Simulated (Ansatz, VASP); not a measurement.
MoS2 in VASP and in Ansatz

```
Mo S
1.0
     3.20580    0.00000    0.00000
    -1.60290    2.77631    0.00000
     0.00000    0.00000    6.27011
Mo S
1 2
Direct
  0.00000 0.00000 0.50000
  0.66667 0.33333 0.74468
  0.33333 0.66667 0.25532
```

Alike in both runs: task single point; functional r2SCAN; dispersion rVV10; k mesh 9 × 9 × 4; occupations fermi-dirac, width 0.05 eV; no spin polarisation.

|  | VASP | Ansatz |
| --- | --- | --- |
| version | VASP 6.6.1 | Ansatz 0.2.0 |
| potentials or method | VASP PAW PBE potentials, release 64 (Mo_sv, S) | Ansatz PAW |
| plane-wave cutoff (eV) | 520 | 500 |
| valence electrons in the cell | 26 | 26 |

```csv
,VASP,Ansatz,Ansatz less VASP
gap on the k mesh at the Fermi level (eV),none,none,-
pressure (GPa),1.9,1.7,-0.16
"traceless stress, the component that is largest in VASP (GPa)",0.70,0.73,+0.027
rms of the force components (eV/Å),0.230,0.222,-0.0085
```

VASP's potentials were made for PBE, not for r2SCAN. Atom by atom the forces differ by 0.009 eV/Å (rms over components). A gap of «none» marks a metal or a gap that the smearing closes.
